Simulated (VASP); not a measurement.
HfO2: single point with PBE

The system is HfO2.

```
Hf O
1.0
     3.60430    0.00000    0.00000
     0.00000    3.60430    0.00000
     0.00000    0.00000    5.26397
Hf O
2 4
Direct
  0.50000 0.43757 0.41451
  0.00000 0.00000 0.00000
  0.00000 0.50000 0.69325
  0.50000 0.00000 0.80675
  0.50000 0.00000 0.30675
  0.00000 0.50000 0.19325
```

This cell differs from its parent crystal: atom 1 (Hf) moved by (-0.225, -0.450) A along y and z.

- Program: VASP 6.6.1
- Task: single point
- Functional: PBE
- Potentials or basis: VASP PAW PBE potentials, release 64 (Hf_pv, O)
- Cutoff: 520 eV
- k mesh: 6 × 6 × 4
- Occupations: gaussian, width 0.05 eV
- Spin: no spin polarisation
- Dipole correction: no
- Further INCAR settings: ALGO = Normal; EDIFF = 1e-06; NBANDS = 31

```yaml
Pressure: 15.5 GPa
Largest_force: 15.104 eV/Å
Band_gap_on_the_k_mesh: 2.71 eV (least direct gap 2.80 eV)
```

Forces in eV/Å, atoms in the order of the input:
```
Hf   0.000 10.458 10.898
Hf   0.000 -0.239 -6.190
O    0.000 -0.522 -1.421
O    0.000  0.454  1.736
O    0.000 -9.876 -5.132
O    0.000 -0.275  0.109
```

Stress tensor (GPa, compression positive):
```
-7.27  0.00  0.00
 0.00 53.24 15.17
 0.00 15.17  0.50
```

Levels at points of the mesh, in eV from the valence-band top:
| k point | band 20 | band 21 | band 22 | band 23 | band 24 | band 25 |
| --- | --- | --- | --- | --- | --- | --- |
| (0.00, 0.00, 0.00) | -1.06 | -1.01 | -0.06 | 2.87 | 2.97 | 3.74 |
| (0.50, 0.00, 0.00) | -1.82 | -1.41 | -1.05 | 3.35 | 3.46 | 4.20 |
| (0.00, 0.50, 0.00) | -1.89 | -1.06 | -1.01 | 3.05 | 3.39 | 4.23 |
| (0.50, 0.50, 0.00) | -1.59 | -0.98 | -0.24 | 3.41 | 4.08 | 4.66 |
| (0.00, 0.00, 0.50) | -2.45 | -0.76 | 0.00 | 3.02 | 3.72 | 4.17 |
| (0.50, 0.00, 0.50) | -2.09 | -1.43 | -1.40 | 3.73 | 3.81 | 3.90 |
| (0.00, 0.50, 0.50) | -1.52 | -1.38 | -1.20 | 2.80 | 3.14 | 3.80 |
| (0.50, 0.50, 0.50) | -2.28 | -0.86 | -0.01 | 2.80 | 4.07 | 4.87 |

Wall time 3.1 min on 1 thread of Intel Xeon 8259CL (shared host), peak memory 0.21 GiB.

Caveat: the cell differs from its parent crystal (atom 1 (Hf) moved by (-0.225, -0.450) A along y and z); the stress differs along the axes, from -7 to 53 GPa; spin-orbit coupling is left out, which moves the levels of the heavy elements; forces of over 1 eV/Å act on the atoms, so gaps and moduli don't describe the material at rest. A k mesh can miss the band edges.
